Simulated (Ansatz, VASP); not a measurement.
**CdS in VASP and in Ansatz**

```
CELL_PARAMETERS angstrom
0.00000 2.87825 2.87825
2.87825 0.00000 2.87825
2.87825 2.87825 0.00000
ATOMIC_POSITIONS crystal
Cd 0.00000 0.00000 0.00000
S 0.25000 0.25000 0.25000
```

Alike in both runs: functional LDA; k mesh 8 × 8 × 8; occupations gaussian, width 0.02 eV; no spin polarisation.

Ansatz relaxed the structure, and its values are those at the end. VASP's run is a single point on that final structure, the one shown.

|  | VASP | Ansatz |
| --- | --- | --- |
| version | VASP 6.6.1 | Ansatz 0.2.0 |
| potentials or method | VASP PAW LDA potentials, release 64 (Cd, S), cutoff 500 eV | scalar-relativistic, plane waves, PAW |
| valence electrons in the cell | 18 | 26 |

```csv
,VASP,Ansatz,Ansatz less VASP
gap on the k mesh at the Fermi level (eV),0.98,0.95,-0.030
least direct gap on the mesh (eV),0.98,0.95,-0.030
pressure (GPa),0.6,0.0,-0.54
```

Ansatz warns that its potentials were made for another functional, while VASP's fit it. LDA's correlation is that of Perdew and Zunger in VASP and of Perdew and Wang (1992) in Ansatz. VASP's potentials hold 18 valence electrons a cell and Ansatz's 26, so a difference there can come from the potentials and not from the codes.
